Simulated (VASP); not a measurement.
Write the native input for VASP 6.6.1 that does the following.

```yaml
Task: single point
Functional: LDA
Potentials_or_basis: VASP PAW LDA potentials, release 64 (K_sv, F)
Cutoff: 600 eV
k_mesh: 9 × 9 × 9
Occupations: gaussian, width 0.025 eV
Spin: no spin polarisation
Dipole_correction: no
Further_INCAR_settings: ALGO = Normal; EDIFF = 1e-06; NBANDS = 15
```

The structure of KF lies in POSCAR:

```
KF
1.0
    0.0000000000      2.6718500000      2.6718500000
    2.6718500000      0.0000000000      2.6718500000
    2.6718500000      2.6718500000      0.0000000000
K F
1 1
Direct
    0.0000000000      0.0000000000      0.0000000000
    0.5000000000      0.5000000000      0.5000000000
```

The input as run:

INCAR

```
SYSTEM = KF
ALGO = Normal
EDIFF = 1E-6
ENCUT = 600
GGA_COMPAT = .False.
ISIF = 2
ISMEAR = 0
LASPH = .True.
LCHARG = .False.
LREAL = .False.
LWAVE = .False.
NBANDS = 15
NELM = 120
PREC = Accurate
SIGMA = 0.025
```

KPOINTS

```
k-points
0
Gamma
  9 9 9
  0 0 0
```

Potentials or basis: VASP PAW LDA potentials, release 64 (K_sv, F).

Run with:

```sh
$ cat potpaw_LDA.64/K_sv/POTCAR potpaw_LDA.64/F/POTCAR > POTCAR
$ mpirun -np 1 vasp_std > vasp.out
```

Results of the run:

```json
{
  "Pressure": "-3.4 GPa",
  "Band gap on the k mesh": "5.79 eV"
}
```

Caveat: the cell stands under tension; an odd mesh through Γ misses points on the zone boundary, where band edges can lie.

Wall time 12 s on 1 thread of Intel(R) Xeon(R) Platinum 8559C (Emerald Rapids), on a shared host, peak memory 0.15 GiB.
